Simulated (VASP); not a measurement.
# Si2W (I4/mmm) in VASP: a series of runs

Si2W is run at these levels: LDA; tasks: single point.

Everything below comes from runs of VASP 6.6.1. Logs are shortened: lines on timing, memory, paths and dates and some standing lists are left out, and cuts for length are marked.

## 1. The cell of the first run

Symmetry: I4/mmm, No. 139, tetragonal system. The conventional cell has a = 3.126 Å, b = 3.126 Å, c = 7.615 Å, α = 90.00°, β = 90.00°, γ = 90.00°. Si (site symmetry 4mm) has 9 Si at 2.52 to 3.13 Å and 5 W at 2.54 to 2.55 Å within 3.3 Å. W (site symmetry 4/mmm) has 10 Si at 2.54 to 2.55 Å and 4 W at 3.13 Å within 3.4 Å.

## 2. Single point, LDA

Input file INCAR:

```
PREC = Accurate ; ENCUT = 520
EDIFF = 1E-7 ; ISMEAR = 1
SIGMA = 0.1 ; LREAL = F
LASPH = T ; NELM = 60
ALGO = Normal ; ISIF = 2
LWAVE = F ; LCHARG = F
NBANDS = 18
```

Input file KPOINTS:

```
Automatic mesh
0
Gamma
  13 13 13
```

Input file POSCAR:

```
Si2W
1.0
   -1.5628529849      1.5628529849      3.8076366252
    1.5628529849     -1.5628529849      3.8076366252
    1.5628529849      1.5628529849     -3.8076366252
Si W
2 1
Direct
    0.3347000000      0.3347000000      0.0000000000
    0.6653000000      0.6653000000      0.0000000000
    0.0000000000      0.0000000000      0.0000000000
```

Potentials or basis: VASP PAW LDA potentials, release 64 (Si, W_sv).

On the command line:

```sh
> cat potpaw_LDA.64/Si/POTCAR potpaw_LDA.64/W_sv/POTCAR > POTCAR
> mpirun -np 1 vasp_std > vasp.out
```

OUTCAR:

```text
PREC = Accurate
   ENCUT = 520
   EDIFF = 1E-7
   ISMEAR = 1
   LREAL = F
   LASPH = T
   NELM = 60
   ISIF = 2

 ion  position               nearest neighbor table
   1  0.335  0.335  0.000-   2 2.52   3 2.54   3 2.54   3 2.54   3 2.54   3 2.55   2 2.56   2 2.56
                             2 2.56   2 2.56
   2  0.665  0.665  0.000-   1 2.52   3 2.54   3 2.54   3 2.54   3 2.54   3 2.55   1 2.56   1 2.56
                             1 2.56   1 2.56
   3  0.000  0.000  0.000-   2 2.54   2 2.54   2 2.54   1 2.54   1 2.54   1 2.54   2 2.54   1 2.54
                             1 2.55   2 2.55

  LATTYP: Found a body centered tetragonal cell.
 ALAT       =     3.1257059698
 C/A-ratio  =     2.4363370464

  Lattice vectors:

 A1 = (  -1.5628529849,   1.5628529849,   3.8076366252)
 A2 = (   1.5628529849,  -1.5628529849,   3.8076366252)
 A3 = (   1.5628529849,   1.5628529849,  -3.8076366252)

Analysis of symmetry for initial positions (statically):
=====================================================================
 Subroutine PRICEL returns:
 Original cell was already a primitive cell.

 Routine SETGRP: Setting up the symmetry group for a
 body centered tetragonal supercell.

 Subroutine GETGRP returns: Found 16 space group operations
 (whereof 16 operations were pure point group operations)
 out of a pool of 16 trial point group operations.

The static configuration has the point symmetry D_4h.

Analysis of symmetry for dynamics (positions and initial velocities):
=====================================================================
 Subroutine PRICEL returns:
 Original cell was already a primitive cell.

 Routine SETGRP: Setting up the symmetry group for a
 body centered tetragonal supercell.

 Subroutine GETGRP returns: Found 16 space group operations
 (whereof 16 operations were pure point group operations)
 out of a pool of 16 trial point group operations.

The dynamic configuration has the point symmetry D_4h.

 Subroutine INISYM returns: Found 16 space group operations
 (whereof 16 operations are pure point group operations),
 and found     1 'primitive' translations

----------------------------------------------------------------------------------------

                                     Primitive cell

  volume of cell :      37.2008

  direct lattice vectors                    reciprocal lattice vectors
    -1.562852985  1.562852985  3.807636625     0.000000000  0.319927725  0.131315052
     1.562852985 -1.562852985  3.807636625     0.319927725  0.000000000  0.131315052
     1.562852985  1.562852985 -3.807636625     0.319927725  0.319927725  0.000000000

  length of vectors
     4.402625986  4.402625986  4.402625986     0.345828559  0.345828559  0.452446128

  position of ions in fractional coordinates (direct lattice)
     0.334700000  0.334700000  0.000000000
     0.665300000  0.665300000  0.000000000
     0.000000000  0.000000000  0.000000000

  ion indices of the primitive-cell ions
   primitive index   ion index
                 1           1
                 2           2
                 3           3

----------------------------------------------------------------------------------------

 KPOINTS: Automatic mesh

Automatic generation of k-mesh.
 Grid dimensions read from file:
 generate k-points for:   13   13   13

 Generating k-lattice:

  Cartesian coordinates                     Fractional coordinates (reciprocal lattice)
     0.000000000  0.024609825  0.010101158     0.076923077  0.000000000  0.000000000
     0.024609825  0.000000000  0.010101158     0.000000000  0.076923077  0.000000000
     0.024609825  0.024609825  0.000000000     0.000000000  0.000000000  0.076923077

  Length of vectors
     0.026602197  0.026602197  0.034803548

  Shift w.r.t. Gamma in fractional coordinates (k-lattice)
     0.000000000  0.000000000  0.000000000

 Subroutine IBZKPT returns following result:
 ===========================================

 Found    196 irreducible k-points:

 Following reciprocal coordinates:
            Coordinates               Weight
  0.000000  0.000000  0.000000      1.000000
  0.076923  0.000000  0.000000      8.000000
  0.153846 -0.000000  0.000000      8.000000
  0.230769 -0.000000  0.000000      8.000000
  0.307692 -0.000000  0.000000      8.000000
  0.384615  0.000000  0.000000      8.000000
[... 16 lines left out ...]
  0.384615  0.153846  0.000000     16.000000
  0.461538  0.153846  0.000000     16.000000
 [... further k-points ...]
   k-points           NKPTS =    196   k-points in BZ     NKDIM =    196   number of bands    NBANDS=     18
   number of dos      NEDOS =    301   number of ions     NIONS =      3
   total plane-waves  NPLWV =  46656
   dimension x,y,z NGX =    36 NGY =   36 NGZ =   36
   dimension x,y,z NGXF=    72 NGYF=   72 NGZF=   72
   ions per type =               2   1
   NGX,Y,Z   is equivalent  to a cutoff of  13.59, 13.59, 13.59 a.u.
   NGXF,Y,Z  is equivalent  to a cutoff of  27.19, 27.19, 27.19 a.u.
 SYSTEM =  unknown system
   PREC   = accura    normal or accurate (medium, high low for compatibility)
   ISTART =      0    job   : 0-new  1-cont  2-samecut
   ICHARG =      2    charge: 1-file 2-atom 10-const
   ISPIN  =      1    spin polarized calculation?
   LNONCOLLINEAR =      F non collinear calculations
   LSORBIT =      F    spin-orbit coupling
   LASPH  =      T    aspherical Exc in radial PAW
   ENCUT  =  520.0 eV  38.22 Ry    6.18 a.u.   8.19  8.19  8.19*2*pi/ulx,y,z
   NELM   =     60;   NELMIN=  2; NELMDL= -5     # of ELM steps
   EDIFF  = 0.1E-06   stopping-criterion for ELM
   LREAL  =      F    real-space projection
   EDIFFG = 0.1E-05   stopping-criterion for IOM
   NSW    =      0    number of steps for IOM
   IBRION =     -1    ionic relax: 0-MD 1-quasi-New 2-CG
   NFREE  =      0    steps in history (QN), initial steepest desc. (CG)
   ISIF   =      2    stress and relaxation
   ISYM   =      2    0-nonsym 1-usesym 2-fastsym
   POTIM  = 0.5000    time-step for ionic-motion
   TEBEG  =    0.0;   TEEND  =   0.0 temperature during run
   PSTRESS=    0.0 pullay stress
   NELECT =      22.0000    total number of electrons
   NUPDOWN=      -1.0000    fix difference up-down
   EMIN   =  10.00;   EMAX   =-10.00  energy-range for DOS
   EFERMI =   0.00;   METHOD = LEGACY
   ISMEAR =     1;   SIGMA  =   0.10  broadening in eV -4-tet -1-fermi 0-gaus
   EFERMI_NEDOS =   21; number of points for ismear=-14 and -15
   IALGO  =     38    algorithm
   IMIX   =      4    mixing-type and parameters
     AMIX     =   0.40;   BMIX     =  1.00
     AMIX_MAG =   1.60;   BMIX_MAG =  1.00
  volume/ion in A,a.u.               =      12.40        83.68
  Fermi-wavevector in a.u.,A,eV,Ry     =   1.374143  2.596753 25.691445  1.888268
  Thomas-Fermi vector in A             =   2.499596
   LORBIT       =      0    0 simple, 1 ext, 2 COOP (PROOUT), +10 PAW based schemes
   GGA     = CA    functional components
   LHFCALC =     F    Hartree Fock is set to
   AEXX    =    0.0000 exact exchange contribution
   IVDW    =     0    specifies the selected vdW correction
   LEPSILON=     F    determine dielectric tensor
   LRPA    =     F    only Hartree local field effects (RPA)
 non-spin polarized calculation
 Methfessel and Paxton  Order N= 1 SIGMA  =   0.10
  energy-cutoff  :      520.00
  volume of cell :       37.20
 maximum number of plane-waves:      1020
 NGX is ok and might be reduce to    36
   NGX = 17   NGY = 17   NGZ = 17

 number of electron      22.0000001 magnetization

 Free energy of the ion-electron system (eV)
  ---------------------------------------------------
  ext. energy  EPLUGINS =         0.00000000
  ---------------------------------------------------
  free energy    TOTEN  =       -27.23650672 eV

  energy without entropy =      -27.23637593  energy(sigma->0) =      -27.23646313

 E-fermi :  13.1818     XC(G=0): -13.0459

 val. band max:       13.1562461582   @ k =  -0.3846  -0.4615   0.3846
 cond. band min:      13.1837878056   @ k =  -0.4615   0.4615   0.3077
 fundamental gap:      0.0275416474
 Fermi energy:        13.1818131889

 k-point     1 :       0.0000    0.0000    0.0000
  band No.  band energies     occupation
      1     -60.0921      2.00000
      2     -24.7061      2.00000
      3     -24.6367      2.00000
      4     -24.6367      2.00000
      5      -1.5637      2.00000
      6       5.7588      2.00000
[... 10 lines left out ...]
     17      19.3834      0.00000
     18      19.3834      0.00000

 k-point     2 :       0.0769    0.0000    0.0000
  band No.  band energies     occupation
      1     -60.0914      2.00000
      2     -24.7047      2.00000
      3     -24.6548      2.00000
      4     -24.6351      2.00000
      5      -1.4410      2.00000
      6       5.7886      2.00000
[... 10 lines left out ...]
     17      19.3885      0.00000
     18      19.7860      0.00000

 k-point     3 :       0.1538   -0.0000    0.0000
  band No.  band energies     occupation
      1     -60.0895      2.00000
      2     -24.7053      2.00000
      3     -24.7006      2.00000
      4     -24.6305      2.00000
      5      -1.0791      2.00000
      6       5.8373      2.00000
[... 10 lines left out ...]
     17      19.6121      0.00000
     18      20.6735      0.00000

 k-point     4 :       0.2308   -0.0000    0.0000
  band No.  band energies     occupation
      1     -60.0867      2.00000
      2     -24.7745      2.00000
      3     -24.6958      2.00000
      4     -24.6240      2.00000
      5      -0.4961      2.00000
      6       5.7343      2.00000
[... 375 lines left out ...]
      4     -24.6820      2.00000
      5       0.9151      2.00000
      6       4.9221      2.00000
[... 10 lines left out ...]
     17      20.6769      0.00000
     18      22.0424      0.00000

 k-point    23 :       0.3846    0.1538    0.0000
  band No.  band energies     occupation
      1     -60.0789      2.00000
      2     -24.8980      2.00000
      3     -24.6809      2.00000
      4     -24.6759      2.00000
      5       1.8182      2.00000
      6       4.2579      2.00000
[... 10 lines left out ...]
     17      20.8471      0.00000
     18      22.3247      0.00000

 k-point    24 :       0.4615    0.1538    0.0000
  band No.  band energies     occupation
      1     -60.0775      2.00000
      2     -24.9310      2.00000
      3     -24.6766      2.00000
      4     -24.6724      2.00000
      5       2.7911      2.00000
      6       3.3135      2.00000
[... 10 lines left out ...]
     17      20.9901      0.00000
     18      22.5351      0.00000

 [... further k-points ...]
[... 5 lines left out ...]
  --------------------------------------------------------------------------------------
  -------------------------------------------------------------------------------------
  Total        3.7199384      3.7199384      4.4291251      0.0000000     -0.0000000      0.0000000
  in kB      160.2118329    160.2118329    190.7553753      0.0000000     -0.0000000      0.0000000
  external PRESSURE =     170.3930137 kB  Pullay stress =       0.0000000 kB

 VOLUME and BASIS-vectors are now :
 -----------------------------------------------------------------------------
  energy-cutoff  :      520.00
  volume of cell :       37.20
      direct lattice vectors                 reciprocal lattice vectors
    -1.562852985  1.562852985  3.807636625     0.000000000  0.319927725  0.131315052
     1.562852985 -1.562852985  3.807636625     0.319927725  0.000000000  0.131315052
     1.562852985  1.562852985 -3.807636625     0.319927725  0.319927725  0.000000000

 POSITION                                       TOTAL-FORCE (eV/Angst)
 -----------------------------------------------------------------------------------
      0.00000      0.00000      2.54883        -0.000000     -0.000000     -0.198507
      0.00000      0.00000      5.06644         0.000000      0.000000      0.198507
      0.00000      0.00000      0.00000        -0.000000     -0.000000      0.000000
 -----------------------------------------------------------------------------------
    total drift:                               -0.000000     -0.000000      0.000000

  FREE ENERGIE OF THE ION-ELECTRON SYSTEM (eV)
  ---------------------------------------------------
  free  energy   TOTEN  =       -27.2365067245 eV

  energy  without entropy=      -27.2363759273  energy(sigma->0) =      -27.23646313
```

Run time: 3.1 min. Hardware: 1 thread of Intel Xeon 8259CL, shared host; peak memory 0.26 GiB.

Results:

```yaml
Free_energy: -27.2365 eV
Pressure: 17.0 GPa
Largest_force: 0.199 eV/Å
Band_gap_on_the_k_mesh: zero (bands 11 and 12 overlap by 1.33 eV)
```

Forces in eV/Å, atoms in the order of the input:
```
Si   0.000  0.000 -0.199
Si   0.000  0.000  0.199
W    0.000  0.000  0.000
```

Stress tensor (GPa, compression positive):
```
16.02  0.00  0.00
 0.00 16.02  0.00
 0.00  0.00 19.08
```

Levels at points of the mesh, in eV from the Fermi level:
| k point | band 8 | band 9 | band 10 | band 11 | band 12 | band 13 | band 14 | band 15 |
| --- | --- | --- | --- | --- | --- | --- | --- | --- |
| (0.00, 0.00, 0.00) | -3.62 | -3.12 | -3.12 | 0.61 | 2.66 | 3.25 | 3.30 | 3.30 |

Caveat: the cell stands under pressure; spin-orbit coupling is left out, which moves the levels of the heavy elements.

## 3. Single point, LDA

This run uses another cell than the first one, of 12.76 Å³/atom.

Input file INCAR:

```
PREC = Accurate ; ENCUT = 520
EDIFF = 1E-6 ; ISMEAR = 1
SIGMA = 0.1 ; LREAL = F
LASPH = T ; NELM = 80
ALGO = Normal ; ISIF = 2
LWAVE = F ; LCHARG = T
LELF = T ; LVHAR = T
NBANDS = 18
```

KPOINTS is that of step 2.

Input file POSCAR:

```
Si2W
1.0
   -1.5778094246      1.5778094246      3.8440755534
    1.5778094246     -1.5778094246      3.8440755534
    1.5778094246      1.5778094246     -3.8440755534
Si W
2 1
Direct
    0.3347000000      0.3347000000      0.0000000000
    0.6653000000      0.6653000000      0.0000000000
    0.0000000000      0.0000000000      0.0000000000
```

Potentials or basis: VASP PAW LDA potentials, release 64 (Si, W_sv).

On the command line:

```sh
> cat potpaw_LDA.64/Si/POTCAR potpaw_LDA.64/W_sv/POTCAR > POTCAR
> mpirun -np 1 vasp_std > vasp.out
```

Wall time 3.5 min (1 thread of Intel Xeon 8259CL, shared host); peak memory 0.27 GiB.

It converged, with:

```
Free energy            : -27.3226 eV
Pressure               : 8.6 GPa
Largest force          : 0.111 eV/Å
Band gap on the k mesh : zero (bands 11 and 12 overlap by 1.28 eV)
```

Forces in eV/Å, atoms in the order of the input:
```
Si   0.000  0.000 -0.111
Si   0.000  0.000  0.111
W    0.000  0.000  0.000
```

Stress tensor (GPa, compression positive):
```
7.96 0.00 0.00
0.00 7.96 0.00
0.00 0.00 9.81
```

Levels at points of the mesh, in eV from the Fermi level:
| k point | band 8 | band 9 | band 10 | band 11 | band 12 | band 13 | band 14 | band 15 |
| --- | --- | --- | --- | --- | --- | --- | --- | --- |
| (0.00, 0.00, 0.00) | -3.66 | -3.03 | -3.03 | 0.59 | 2.77 | 3.05 | 3.22 | 3.22 |

Caveat: the cell stands under pressure; spin-orbit coupling is left out, which moves the levels of the heavy elements.
